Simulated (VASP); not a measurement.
# Zn (Fm-3m) in VASP: notebook

The runs below take Zn through single point, with LDA.

Program: VASP 6.6.1. These are calculated values, not measurements. Logs are shortened: lines on timing, memory, paths and dates and some standing lists are left out, and cuts for length are marked.

## Step 1: The cell of the first run

The structure is cubic, space group Fm-3m (No. 225). Conventional cell: a = 3.876 Å, b = 3.876 Å, c = 3.876 Å, α = 90.00°, β = 90.00°, γ = 90.00°. Zn (site symmetry m-3m) has 12 Zn at 2.74 Å within 3.6 Å.

This isn't the form of Zn at room conditions, which is hcp.

## Step 2: Single point, LDA

The input, INCAR:

```
SYSTEM = Zn
PREC = Accurate
ENCUT = 520
EDIFF = 1E-7
ISMEAR = -1
SIGMA = 0.05
LREAL = .False.
LASPH = .True.
NELM = 60
ALGO = Fast
ISIF = 2
LWAVE = .False.
LCHARG = .False.
GGA = CA
NBANDS = 12
```

The input, KPOINTS:

```
Automatic mesh
0
Gamma
  12 12 12
  0 0 0
```

The input, POSCAR:

```
Zn
1.0
    0.0000000000      1.9382217178      1.9382217178
    1.9382217178      0.0000000000      1.9382217178
    1.9382217178      1.9382217178      0.0000000000
Zn
1
Direct
    0.0000000000      0.0000000000      0.0000000000
```

Potentials or basis: VASP PAW LDA potentials, release 64 (Zn).

The run is started by

```
$ cat potpaw_LDA.64/Zn/POTCAR > POTCAR
$ mpirun -np 1 vasp_std > vasp.out
```

OUTCAR:

```text
SYSTEM = Zn
   PREC = Accurate
   ENCUT = 520
   EDIFF = 1E-7
   ISMEAR = -1
   LREAL = .False.
   LASPH = .True.
   NELM = 60
   ISIF = 2
   GGA = CA

 ion  position               nearest neighbor table
   1  0.000  0.000  0.000-

  LATTYP: Found a face centered cubic cell.
 ALAT       =     3.8764434356

  Lattice vectors:

 A1 = (   0.0000000000,   1.9382217178,   1.9382217178)
 A2 = (   1.9382217178,   0.0000000000,   1.9382217178)
 A3 = (   1.9382217178,   1.9382217178,   0.0000000000)

Analysis of symmetry for initial positions (statically):
=====================================================================
 Subroutine PRICEL returns:
 Original cell was already a primitive cell.

 Routine SETGRP: Setting up the symmetry group for a
 face centered cubic supercell.

 Subroutine GETGRP returns: Found 48 space group operations
 (whereof 48 operations were pure point group operations)
 out of a pool of 48 trial point group operations.

The static configuration has the point symmetry O_h .

Analysis of symmetry for dynamics (positions and initial velocities):
=====================================================================
 Subroutine PRICEL returns:
 Original cell was already a primitive cell.

 Routine SETGRP: Setting up the symmetry group for a
 face centered cubic supercell.

 Subroutine GETGRP returns: Found 48 space group operations
 (whereof 48 operations were pure point group operations)
 out of a pool of 48 trial point group operations.

The dynamic configuration has the point symmetry O_h .

 Subroutine INISYM returns: Found 48 space group operations
 (whereof 48 operations are pure point group operations),
 and found     1 'primitive' translations

----------------------------------------------------------------------------------------

                                     Primitive cell

  volume of cell :      14.5626

  direct lattice vectors                    reciprocal lattice vectors
     0.000000000  1.938221718  1.938221718    -0.257968423  0.257968423  0.257968423
     1.938221718  0.000000000  1.938221718     0.257968423 -0.257968423  0.257968423
     1.938221718  1.938221718  0.000000000     0.257968423  0.257968423 -0.257968423

  length of vectors
     2.741059440  2.741059440  2.741059440     0.446814415  0.446814415  0.446814415

  position of ions in fractional coordinates (direct lattice)
     0.000000000  0.000000000  0.000000000

  ion indices of the primitive-cell ions
   primitive index   ion index
[... 75 lines left out ...]
   EDIFFG = 0.1E-05   stopping-criterion for IOM
   NSW    =      0    number of steps for IOM
   IBRION =     -1    ionic relax: 0-MD 1-quasi-New 2-CG
   NFREE  =      0    steps in history (QN), initial steepest desc. (CG)
   ISIF   =      2    stress and relaxation
   ISYM   =      2    0-nonsym 1-usesym 2-fastsym
   POTIM  = 0.5000    time-step for ionic-motion
   TEBEG  =    0.0;   TEEND  =   0.0 temperature during run
   PSTRESS=    0.0 pullay stress
   NELECT =      12.0000    total number of electrons
   NUPDOWN=      -1.0000    fix difference up-down
   EMIN   =  10.00;   EMAX   =-10.00  energy-range for DOS
   EFERMI =   0.00;   METHOD = LEGACY
   ISMEAR =    -1;   SIGMA  =   0.05  broadening in eV -4-tet -1-fermi 0-gaus
   EFERMI_NEDOS =   21; number of points for ismear=-14 and -15
   IALGO  =     68    algorithm
   IMIX   =      4    mixing-type and parameters
     AMIX     =   0.40;   BMIX     =  1.00
     AMIX_MAG =   1.60;   BMIX_MAG =  1.00
  volume/ion in A,a.u.               =      14.56        98.27
  Fermi-wavevector in a.u.,A,eV,Ry     =   1.534812  2.900374 32.050526  2.355647
  Thomas-Fermi vector in A             =   2.641688
   LORBIT       =      0    0 simple, 1 ext, 2 COOP (PROOUT), +10 PAW based schemes
   GGA     = CA    functional components
   LHFCALC =     F    Hartree Fock is set to
   AEXX    =    0.0000 exact exchange contribution
   IVDW    =     0    specifies the selected vdW correction
   LEPSILON=     F    determine dielectric tensor
   LRPA    =     F    only Hartree local field effects (RPA)
 non-spin polarized calculation
 RMM-DIIS sequential band-by-band and
  energy-cutoff  :      520.00
  volume of cell :       14.56
 maximum number of plane-waves:       403
   NGX = 11   NGY = 11   NGZ = 11

 number of electron      11.9999994 magnetization

 Free energy of the ion-electron system (eV)
  ---------------------------------------------------
  ext. energy  EPLUGINS =         0.00000000
  ---------------------------------------------------
  free energy    TOTEN  =        -1.82272013 eV

  energy without entropy =       -1.81967157  energy(sigma->0) =       -1.82119585

 E-fermi :   3.0917     XC(G=0): -12.1304

 val. band max:        2.9633071061   @ k =  -0.4167   0.3333   0.0000
 cond. band min:       3.1160033716   @ k =  -0.3333   0.3333   0.1667
 fundamental gap:      0.1526962654
 Fermi energy:         3.0916695609

 k-point     1 :       0.0000    0.0000    0.0000
  band No.  band energies     occupation
      1      -7.5374      2.00000
      2      -4.6614      2.00000
      3      -4.6614      2.00000
      4      -4.6614      2.00000
      5      -4.2482      2.00000
      6      -4.2482      2.00000
      7      21.8382      0.00000
      8      21.8382      0.00000
      9      21.8382      0.00000
     10      22.4962      0.00000
     11      24.7325      0.00000
     12      24.7325      0.00000
[... 331 lines left out ...]
 k-point    24 :      -0.4167    0.1667    0.0000
  band No.  band energies     occupation
      1      -5.2117      2.00000
      2      -4.7567      2.00000
      3      -4.5109      2.00000
      4      -4.2895      2.00000
      5      -3.9897      2.00000
      6       0.7710      2.00000
      7       2.7702      1.99678
      8      12.7672      0.00000
      9      16.5122      0.00000
     10      18.9772      0.00000
     11      26.1254      0.00000
     12      27.3013      0.00000

 [... further k-points ...]
[... 5 lines left out ...]
  --------------------------------------------------------------------------------------
  -------------------------------------------------------------------------------------
  Total       -0.5161062     -0.5161062     -0.5161062      0.0000000     -0.0000000     -0.0000000
  in kB      -56.7818134    -56.7818134    -56.7818134      0.0000000     -0.0000000     -0.0000000
  external PRESSURE =     -56.7818134 kB  Pullay stress =       0.0000000 kB

 VOLUME and BASIS-vectors are now :
 -----------------------------------------------------------------------------
  energy-cutoff  :      520.00
  volume of cell :       14.56
      direct lattice vectors                 reciprocal lattice vectors
     0.000000000  1.938221718  1.938221718    -0.257968423  0.257968423  0.257968423
     1.938221718  0.000000000  1.938221718     0.257968423 -0.257968423  0.257968423
     1.938221718  1.938221718  0.000000000     0.257968423  0.257968423 -0.257968423

 POSITION                                       TOTAL-FORCE (eV/Angst)
 -----------------------------------------------------------------------------------
      0.00000      0.00000      0.00000         0.000000      0.000000      0.000000
 -----------------------------------------------------------------------------------
    total drift:                                0.000000      0.000000      0.000000

  FREE ENERGIE OF THE ION-ELECTRON SYSTEM (eV)
  ---------------------------------------------------
  free  energy   TOTEN  =        -1.8227201281 eV

  energy  without entropy=       -1.8196715675  energy(sigma->0) =       -1.82119585
```

Wall time 7.6 s (1 thread of Intel Xeon Platinum 8488C (Sapphire Rapids), shared host); peak memory 0.12 GiB.

What came out:

```yaml
Free_energy: -1.8227 eV
Pressure: -5.7 GPa
Band_gap_on_the_k_mesh: zero (bands 6 and 7 overlap by 3.64 eV)
```

Levels at points of the mesh, in eV from the Fermi level:
```
           k point  band 4  band 5  band 6  band 7  band 8  band 9
(0.00, 0.00, 0.00)   -7.75   -7.34   -7.34   18.75   18.75   18.75
(0.50, 0.00, 0.00)   -7.03   -7.03   -2.99   -1.31   15.63   15.63
(0.50, 0.50, 0.00)   -6.96   -6.96   -1.04    1.89    8.62    8.62
```

Caveat: the cell stands under tension.

## Step 3: Single point, LDA

This run uses another cell than the first one, of 14.87 Å³/atom.

The input, INCAR:

```
PREC = Accurate
ENCUT = 520
EDIFF = 1E-7
ISMEAR = -1
SIGMA = 0.05
LREAL = F
LASPH = T
NELM = 100
ALGO = Normal
ISIF = 2
LWAVE = F
LCHARG = F
NBANDS = 12
```

The input, KPOINTS:

```
regular mesh
0
Gamma
  12 12 12
```

The input, POSCAR:

```
Zn
1.0
    0.0000000000      1.9515891866      1.9515891866
    1.9515891866      0.0000000000      1.9515891866
    1.9515891866      1.9515891866      0.0000000000
Zn
1
Direct
    0.0000000000      0.0000000000      0.0000000000
```

Potentials or basis: VASP PAW LDA potentials, release 64 (Zn).

The run is started by

```
$ cat potpaw_LDA.64/Zn/POTCAR > POTCAR
$ mpirun -np 1 vasp_std > vasp.out
```

OUTCAR:

```text
PREC = Accurate
   ENCUT = 520
   EDIFF = 1E-7
   ISMEAR = -1
   LREAL = F
   LASPH = T
   NELM = 100
   ISIF = 2

 ion  position               nearest neighbor table
   1  0.000  0.000  0.000-

  LATTYP: Found a face centered cubic cell.
 ALAT       =     3.9031783732

  Lattice vectors:

 A1 = (   0.0000000000,   1.9515891866,   1.9515891866)
 A2 = (   1.9515891866,   0.0000000000,   1.9515891866)
 A3 = (   1.9515891866,   1.9515891866,   0.0000000000)

[... 536 lines left out ...]
     11      25.6810      0.00000
     12      26.8440      0.00000

 [... further k-points ...]

------------------------ aborting loop because EDIFF is reached ----------------------------------------

  FORCE on cell =-STRESS in cart. coord.  units (eV):
  Direction    XX          YY          ZZ          XY          YZ          ZX
  --------------------------------------------------------------------------------------
  -------------------------------------------------------------------------------------
  Total       -0.6488044     -0.6488044     -0.6488044      0.0000000      0.0000000     -0.0000000
  in kB      -69.9244692    -69.9244692    -69.9244692      0.0000000      0.0000000     -0.0000000
  external PRESSURE =     -69.9244692 kB  Pullay stress =       0.0000000 kB

 VOLUME and BASIS-vectors are now :
 -----------------------------------------------------------------------------
  energy-cutoff  :      520.00
  volume of cell :       14.87
      direct lattice vectors                 reciprocal lattice vectors
     0.000000000  1.951589187  1.951589187    -0.256201461  0.256201461  0.256201461
     1.951589187  0.000000000  1.951589187     0.256201461 -0.256201461  0.256201461
     1.951589187  1.951589187  0.000000000     0.256201461  0.256201461 -0.256201461

 POSITION                                       TOTAL-FORCE (eV/Angst)
 -----------------------------------------------------------------------------------
      0.00000      0.00000      0.00000         0.000000      0.000000      0.000000
 -----------------------------------------------------------------------------------
    total drift:                               -0.000000      0.000000      0.000000

  FREE ENERGIE OF THE ION-ELECTRON SYSTEM (eV)
  ---------------------------------------------------
  free  energy   TOTEN  =        -1.8107298962 eV

  energy  without entropy=       -1.8074978283  energy(sigma->0) =       -1.80911386
```

It took 6.7 s on 1 thread of Intel Xeon Platinum 8488C (Sapphire Rapids), shared host; peak memory 0.13 GiB.

Results:

```
Free energy            : -1.8107 eV
Pressure               : -7.0 GPa
Band gap on the k mesh : zero (bands 6 and 7 overlap by 3.66 eV)
```

Caveat: the cell stands under tension.

## Step 4: Single point, LDA

This run uses another cell than the first one, of 15.17 Å³/atom.

The input, INCAR:

```
ALGO = Fast
EDIFF = 1E-6
ENCUT = 520
GGA = CA
ISIF = 2
ISMEAR = -1
LASPH = T
LCHARG = F
LREAL = F
LWAVE = F
NBANDS = 12
NELM = 100
PREC = Accurate
SIGMA = 0.05
```

The input, KPOINTS:

```
k-points
0
Gamma
  12 12 12
```

The input, POSCAR:

```
Zn
1.0
    0.0000000000      1.9647760000      1.9647760000
    1.9647760000      0.0000000000      1.9647760000
    1.9647760000      1.9647760000      0.0000000000
Zn
1
Direct
    0.0000000000      0.0000000000      0.0000000000
```

The run is started by

```
$ cat potpaw_LDA.64/Zn/POTCAR > POTCAR
$ mpirun -np 1 vasp_std > vasp.out
```

Run time: 10 s. Hardware: 1 thread of Intel Xeon Platinum 8488C (Sapphire Rapids), shared host; peak memory 0.13 GiB.

Results (log left out):

```
Free energy            : -1.7964 eV
Pressure               : -8.1 GPa
Band gap on the k mesh : zero (bands 6 and 7 overlap by 3.68 eV)
```

Levels at points of the mesh, in eV from the Fermi level:
```csv
k point,band 2,band 3,band 4,band 5,band 6,band 7,band 8,band 9,band 10,band 11
"(0.00, 0.00, 0.00)",-7.64,-7.64,-7.64,-7.25,-7.25,18.17,18.17,18.17,19.10,21.13
"(0.50, 0.00, 0.00)",-7.64,-7.64,-6.97,-6.97,-2.81,-1.38,15.15,15.15,17.65,19.06
"(0.50, 0.50, 0.00)",-8.24,-6.98,-6.90,-6.90,-0.93,1.74,8.42,8.42,12.24,13.32
```

Caveat: the cell stands under tension.

## Step 5: Single point, LDA

This run uses another cell than the first one, of 15.47 Å³/atom.

The input, INCAR:

```
ALGO = Normal
EDIFF = 1E-7
ENCUT = 520
ISIF = 2
ISMEAR = -1
LASPH = True
LCHARG = False
LREAL = False
LWAVE = False
NBANDS = 12
NELM = 80
PREC = Accurate
SIGMA = 0.05
```

KPOINTS is that of step 4.

The input, POSCAR:

```
Zn
1.0
    0.0000000000      1.9777881408      1.9777881408
    1.9777881408      0.0000000000      1.9777881408
    1.9777881408      1.9777881408      0.0000000000
Zn
1
Direct
    0.0000000000      0.0000000000      0.0000000000
```

Potentials or basis: VASP PAW LDA potentials, release 64 (Zn).

The run is started by

```
$ cat potpaw_LDA.64/Zn/POTCAR > POTCAR
$ mpirun -np 1 vasp_std > vasp.out
```

OUTCAR:

```text
EDIFF = 1E-7
   ENCUT = 520
   ISIF = 2
   ISMEAR = -1
   LASPH = True
   LREAL = False
   NELM = 80
   PREC = Accurate

 ion  position               nearest neighbor table
   1  0.000  0.000  0.000-

  LATTYP: Found a face centered cubic cell.
 ALAT       =     3.9555762816

  Lattice vectors:

 A1 = (   0.0000000000,   1.9777881408,   1.9777881408)
 A2 = (   1.9777881408,   0.0000000000,   1.9777881408)
 A3 = (   1.9777881408,   1.9777881408,   0.0000000000)

Analysis of symmetry for initial positions (statically):
=====================================================================
 Subroutine PRICEL returns:
 Original cell was already a primitive cell.

 Routine SETGRP: Setting up the symmetry group for a
 face centered cubic supercell.

 Subroutine GETGRP returns: Found 48 space group operations
 (whereof 48 operations were pure point group operations)
 out of a pool of 48 trial point group operations.

The static configuration has the point symmetry O_h .

Analysis of symmetry for dynamics (positions and initial velocities):
=====================================================================
 Subroutine PRICEL returns:
 Original cell was already a primitive cell.

 Routine SETGRP: Setting up the symmetry group for a
 face centered cubic supercell.

 Subroutine GETGRP returns: Found 48 space group operations
 (whereof 48 operations were pure point group operations)
 out of a pool of 48 trial point group operations.

The dynamic configuration has the point symmetry O_h .

 Subroutine INISYM returns: Found 48 space group operations
 (whereof 48 operations are pure point group operations),
 and found     1 'primitive' translations

----------------------------------------------------------------------------------------

                                     Primitive cell

  volume of cell :      15.4728

  direct lattice vectors                    reciprocal lattice vectors
[... 106 lines left out ...]
  volume/ion in A,a.u.               =      15.47       104.42
  Fermi-wavevector in a.u.,A,eV,Ry     =   1.504107  2.842351 30.780987  2.262339
  Thomas-Fermi vector in A             =   2.615130
   LORBIT       =      0    0 simple, 1 ext, 2 COOP (PROOUT), +10 PAW based schemes
   GGA     = CA    functional components
   LHFCALC =     F    Hartree Fock is set to
   AEXX    =    0.0000 exact exchange contribution
   IVDW    =     0    specifies the selected vdW correction
   LEPSILON=     F    determine dielectric tensor
   LRPA    =     F    only Hartree local field effects (RPA)
 non-spin polarized calculation
  energy-cutoff  :      520.00
  volume of cell :       15.47
 maximum number of plane-waves:       444
 NGX is ok and might be reduce to    24
   NGX = 11   NGY = 11   NGZ = 11

 number of electron      12.0000003 magnetization

 Free energy of the ion-electron system (eV)
  ---------------------------------------------------
  ext. energy  EPLUGINS =         0.00000000
  ---------------------------------------------------
  free energy    TOTEN  =        -1.78020991 eV

  energy without entropy =       -1.77661553  energy(sigma->0) =       -1.77841272

 E-fermi :   2.6431     XC(G=0): -11.8063

 val. band max:        2.6396991804   @ k =  -0.4167   0.0833   0.0000
 cond. band min:       2.7468165926   @ k =  -0.3333   0.3333   0.1667
 fundamental gap:      0.1071174123
 Fermi energy:         2.6431445255

 k-point     1 :       0.0000    0.0000    0.0000
  band No.  band energies     occupation
      1      -7.4916      2.00000
      2      -4.9393      2.00000
      3      -4.9393      2.00000
      4      -4.9393      2.00000
      5      -4.5713      2.00000
      6      -4.5713      2.00000
      7      20.5428      0.00000
      8      20.5428      0.00000
      9      20.5428      0.00000
     10      21.5998      0.00000
     11      23.5268      0.00000
     12      23.5268      0.00000
[... 331 lines left out ...]
 k-point    24 :      -0.4167    0.1667    0.0000
  band No.  band energies     occupation
      1      -5.4137      2.00000
      2      -5.0196      2.00000
      3      -4.8035      2.00000
      4      -4.5921      2.00000
      5      -4.3386      2.00000
      6       0.4566      2.00000
      7       2.2750      1.99873
      8      11.9184      0.00000
      9      15.5095      0.00000
     10      18.0074      0.00000
     11      24.8395      0.00000
     12      25.9731      0.00000

 [... further k-points ...]
[... 5 lines left out ...]
  --------------------------------------------------------------------------------------
  -------------------------------------------------------------------------------------
  Total       -0.8752999     -0.8752999     -0.8752999     -0.0000000      0.0000000      0.0000000
  in kB      -90.6354623    -90.6354623    -90.6354623     -0.0000000      0.0000000      0.0000000
  external PRESSURE =     -90.6354623 kB  Pullay stress =       0.0000000 kB

 VOLUME and BASIS-vectors are now :
 -----------------------------------------------------------------------------
  energy-cutoff  :      520.00
  volume of cell :       15.47
      direct lattice vectors                 reciprocal lattice vectors
     0.000000000  1.977788141  1.977788141    -0.252807664  0.252807664  0.252807664
     1.977788141  0.000000000  1.977788141     0.252807664 -0.252807664  0.252807664
     1.977788141  1.977788141  0.000000000     0.252807664  0.252807664 -0.252807664

 POSITION                                       TOTAL-FORCE (eV/Angst)
 -----------------------------------------------------------------------------------
      0.00000      0.00000      0.00000         0.000000      0.000000      0.000000
 -----------------------------------------------------------------------------------
    total drift:                                0.000000      0.000000      0.000000

  FREE ENERGIE OF THE ION-ELECTRON SYSTEM (eV)
  ---------------------------------------------------
  free  energy   TOTEN  =        -1.7802099084 eV

  energy  without entropy=       -1.7766155252  energy(sigma->0) =       -1.77841272
```

stdout:

```text
POSCAR found type information on POSCAR Zn
 POSCAR found :  1 types and       1 ions
 scaLAPACK will be used
 LDA part: xc-table for (Slater(with rela. corr.)+CA(PZ))
 , standard interpolation
 POSCAR, INCAR and KPOINTS ok, starting setup
 FFT: planning ... GRIDC
 FFT: planning ... GRID_SOFT
 FFT: planning ... GRID
 WAVECAR not read
 entering main loop
```

Wall time 6.9 s (1 thread of Intel Xeon Platinum 8488C (Sapphire Rapids), shared host); peak memory 0.13 GiB.

What came out:

| Item | Value |
| --- | --- |
| Free energy | -1.7802 eV |
| Pressure | -9.1 GPa |
| Band gap on the k mesh | zero (bands 6 and 7 overlap by 3.71 eV) |

Caveat: the cell stands under tension.

(Part 1 of 2 ends here.)
